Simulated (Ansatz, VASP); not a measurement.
La: VASP beside Ansatz

File INCAR:

```
  ALGO = Normal
  EDIFF = 1E-6
  ENCUT = 520
  GGA = RP
  ISIF = 2
  ISMEAR = -1
  LASPH = T
  LCHARG = F
  LREAL = F
  LWAVE = F
  NBANDS = 12
  NELM = 60
  PREC = Accurate
  SIGMA = 0.1
```

Contents of KPOINTS:

```
k-points
0
Gamma
  11 11 11
```

The input POSCAR:

```
La
1.0
    3.2446090119      0.0000000000      0.0000000000
    0.0000000000      3.2446090119      0.0000000000
    0.0000000000      0.0000000000      3.2446090119
La
1
Direct
    0.0000000000      0.0000000000      0.0000000000
```

Input for Ansatz:

```yaml
crystal:
  lattice:
    - [3.2446090119, 0.0, 0.0]
    - [0.0, 3.2446090119, 0.0]
    - [0.0, 0.0, 3.2446090119]
  atoms:
    - { symbol: La, position: [0.0, 0.0, 0.0] }
hamiltonian:
  xc: rpbe
  pseudopotentials:
    kind: paw
    azcp:
      La: "pseudopotentials/La.paw.azcp"
basis:
  ecutwfc: 420
  fft_grid_basis: typed
kpoints:
  mp_grid: { grid: [11, 11, 11], shift: [0, 0, 0] }
magnetization:
  spin_polarized: false
scf:
  occupations: { method: fermi_dirac, width: 0.1 }
  lower_state_search: "off"
output:
  stress: true
```

Alike in both runs: task single point; functional RPBE; k mesh 11 × 11 × 11; occupations fermi-dirac, width 0.1 eV; no spin polarisation.

```csv
,VASP,Ansatz
version,VASP 6.6.1,Ansatz 0.2.0
potentials or method,"VASP PAW PBE potentials, release 64 (La), cutoff 520 eV","plane waves (420 eV) with PAW, scalar-relativistic"
valence electrons in the cell,11,11
```

Ansatz gave:

- pressure (GPa): 3.3

Which values does VASP return?

Pressure (GPa): 3.4.

VASP's potentials were made for PBE, not for RPBE. The functional is the same, so the differences come from potentials, cutoffs and numerics.

Neither program's run includes spin-orbit coupling.
